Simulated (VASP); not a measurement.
Set up this calculation in VASP 6.6.1, as the native input.

```
Task                   : electric field gradients
Functional             : LDA
Potentials or basis    : VASP PAW LDA potentials, release 64 (Mg, S)
Cutoff                 : 520 eV
k mesh                 : 8 × 8 × 8
Occupations            : fermi-dirac, width 0.01 eV
Spin                   : no spin polarisation
Dipole correction      : no
Further INCAR settings : ALGO = Normal; EDIFF = 1e-08; NBANDS = 11
```

The structure of MgS lies in POSCAR:

```
MgS
1.0
    0.0780495000      2.6406747500      2.6406747500
    2.6406747500      0.0780495000      2.6406747500
    2.6406747500      2.6406747500      0.0780495000
Mg S
1 1
Direct
    0.0000000000      0.0000000000      0.0000000000
    0.5000000000      0.5000000000      0.5000000000
```

This cell differs from its parent crystal: equal xy, yz and zx shear strains of +3 %.

These files were run (other wordings do the same):

INCAR

```
ALGO = Normal
EDIFF = 1E-8
ENCUT = 520
ISIF = 2
ISMEAR = -1
LASPH = True
LCHARG = False
LEFG = True
LREAL = False
LWAVE = False
NBANDS = 11
NELM = 100
PREC = Accurate
SIGMA = 0.01
```

KPOINTS

```
k-points
0
Gamma
  8 8 8
```

Potentials or basis: VASP PAW LDA potentials, release 64 (Mg, S).

Run with:

```bash
$ cat potpaw_LDA.64/Mg/POTCAR potpaw_LDA.64/S/POTCAR > POTCAR
$ mpirun -np 1 vasp_std > vasp.out
```

It gave:

```json
{
 "Pressure": "-3.8 GPa",
 "Band gap on the k mesh": "2.38 eV, indirect (least direct gap 3.30 eV)"
}
```

Caveat: the cell differs from its parent crystal (equal xy, yz and zx shear strains of +3 %); without QUAD_EFG the Cq values of the log hold for a quadrupole moment of 1 mb, not for the nuclei.

Run time: 26 s on 1 thread of Intel(R) Xeon(R) 6975P-C (Granite Rapids), on a shared host, peak memory 0.15 GiB.
